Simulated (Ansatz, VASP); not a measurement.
## Two plane-wave programs on C

The input INCAR:

```
PREC     = Accurate       # precision mode
ENCUT    = 600            # plane-wave cutoff, eV
EDIFF    = 1E-6           # SCF threshold, eV
ISMEAR   = -1             # smearing method
SIGMA    = 0.1            # smearing width, eV
LREAL    = False          # projectors in reciprocal space
LASPH    = True           # aspherical terms in the spheres
NELM     = 60             # most SCF steps
ALGO     = Normal         # electronic algorithm
ISIF     = 3              # what is computed and relaxed
LWAVE    = False          # write WAVECAR
LCHARG   = False          # write CHGCAR
GGA      = RP             # functional
IBRION   = 2              # ionic algorithm
NSW      = 80             # ionic steps
EDIFFG   = -0.01          # ionic threshold
```

The input KPOINTS:

```
regular mesh
0
Gamma
  11 11 15
```

Contents of POSCAR:

```
C
1.0
    3.3438265309      0.0000000000      0.0000000000
   -1.6719132655      2.8958387216      0.0000000000
    0.0000000000      0.0000000000      2.0497656634
C
3
Direct
    0.0000000000      0.0000000000      0.0000000000
    0.3333333333      0.6666666667      0.5000000000
    0.6666666667      0.3333333333      0.5000000000
```

Input for Ansatz:

```yaml
crystal:
  lattice:
    - [3.3438265309, 0.0, 0.0]
    - [-1.6719132655, 2.8958387216, 0.0]
    - [0.0, 0.0, 2.0497656634]
  atoms:
    - { symbol: C, position: [0.0, 0.0, 0.0] }
    - { symbol: C, position: [0.3333333333, 0.6666666667, 0.5] }
    - { symbol: C, position: [0.6666666667, 0.3333333333, 0.5] }
hamiltonian:
  xc: rpbe
  pseudopotentials:
    kind: paw
    azcp:
      C: "pseudopotentials/C.paw.azcp"
basis:
  ecutwfc: 420
  fft_grid_basis: typed
kpoints:
  mp_grid: { grid: [11, 11, 15], shift: [0, 0, 0] }
magnetization:
  spin_polarized: false
scf:
  occupations: { method: fermi_dirac, width: 0.1 }
relax:
  max_steps: 60
  f_tol: 0.01
  cell: {}
```

Alike in both runs: task relaxation of cell and atoms; functional RPBE; k mesh 11 × 11 × 15; occupations fermi-dirac, width 0.1 eV; no spin polarisation.

|  | VASP | Ansatz |
| --- | --- | --- |
| version | VASP 6.6.1 | Ansatz 0.2.0 |
| potentials or method | VASP PAW PBE potentials, release 64 (C), cutoff 600 eV | plane waves (420 eV) with PAW, scalar-relativistic |
| valence electrons in the cell | 12 | 12 |

```tsv
	VASP	Ansatz	Ansatz less VASP
relaxed volume (Å³/atom)	9.40	20.20	+10.810
relaxed cell length with the largest relative difference (Å)	5.032	7.370	+2.3380
```

VASP's potentials were made for PBE, not for RPBE. One of these differences is far larger than is usual between the two programs; its cause wasn't traced.

Noted on VASP's run: the volume moved by over 15 % at a fixed basis, so the end points are rough.
